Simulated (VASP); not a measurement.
Write the native input for VASP 6.6.1 that does the following.

- Task: single point
- Functional: r2SCAN
- Potentials or basis: VASP PAW PBE potentials, release 64 (Nb_sv, Si)
- Cutoff: 520 eV
- k mesh: 8 × 8 × 8
- Occupations: fermi-dirac, width 0.05 eV
- Spin: no spin polarisation
- Hubbard terms: Nb d U = 3.0 eV
- Dipole correction: no
- Further INCAR settings: ALGO = Normal; EDIFF = 1e-06; NBANDS = 16

The system is NbSi.

```
CELL_PARAMETERS angstrom
3.15386 0.00000 0.00000
0.00000 3.15386 0.00000
0.00000 0.00000 3.15386
ATOMIC_POSITIONS crystal
Nb 0.00000 0.00000 0.00000
Si 0.50000 0.50000 0.50000
```

The input as run:

POSCAR

```
NbSi
1.0
    3.1538646513      0.0000000000      0.0000000000
    0.0000000000      3.1538646513      0.0000000000
    0.0000000000      0.0000000000      3.1538646513
Nb Si
1 1
Direct
    0.0000000000      0.0000000000      0.0000000000
    0.5000000000      0.5000000000      0.5000000000
```

INCAR.step1

```
ALGO = Normal ; EDIFF = 1E-4
ENCUT = 520 ; GGA = PE
ISMEAR = -1 ; LASPH = True
LCHARG = False ; LDAU = True
LDAUJ = 0 0 ; LDAUL = 2 -1
LDAUTYPE = 2 ; LDAUU = 3 0
LMAXMIX = 4 ; LREAL = False
LWAVE = True ; NBANDS = 16
NELM = 150 ; PREC = Accurate
SIGMA = 0.05
```

INCAR.step2

```
ALGO = Normal ; EDIFF = 1E-6
ENCUT = 520 ; ISIF = 2
ISMEAR = -1 ; ISTART = 1
LASPH = True ; LCHARG = False
LDAU = True ; LDAUJ = 0 0
LDAUL = 2 -1 ; LDAUPRINT = 1
LDAUTYPE = 2 ; LDAUU = 3 0
LMAXMIX = 4 ; LMIXTAU = True
LREAL = False ; LWAVE = False
METAGGA = R2SCAN ; NBANDS = 16
NELM = 150 ; PREC = Accurate
SIGMA = 0.05
```

KPOINTS

```
k-points
0
Gamma
  8 8 8
```

Potentials or basis: VASP PAW PBE potentials, release 64 (Nb_sv, Si).

The run is started by

```bash
$ cat potpaw_PBE.64/Nb_sv/POTCAR potpaw_PBE.64/Si/POTCAR > POTCAR
$ cp INCAR.step1 INCAR
$ mpirun -np 1 vasp_std > vasp.out
$ cp INCAR.step2 INCAR
$ mpirun -np 1 vasp_std > vasp.out
```

It gave:

```
Pressure : 3.0 GPa
```

Caveat: the PAW data sets were made with another functional, which shifts forces and pressure a little; U without spin polarisation on a metal has little footing; the U is typed as a test and isn't derived for this compound.

Wall time 110 s on 1 thread of AMD EPYC 7R13, on a shared host, peak memory 0.12 GiB.
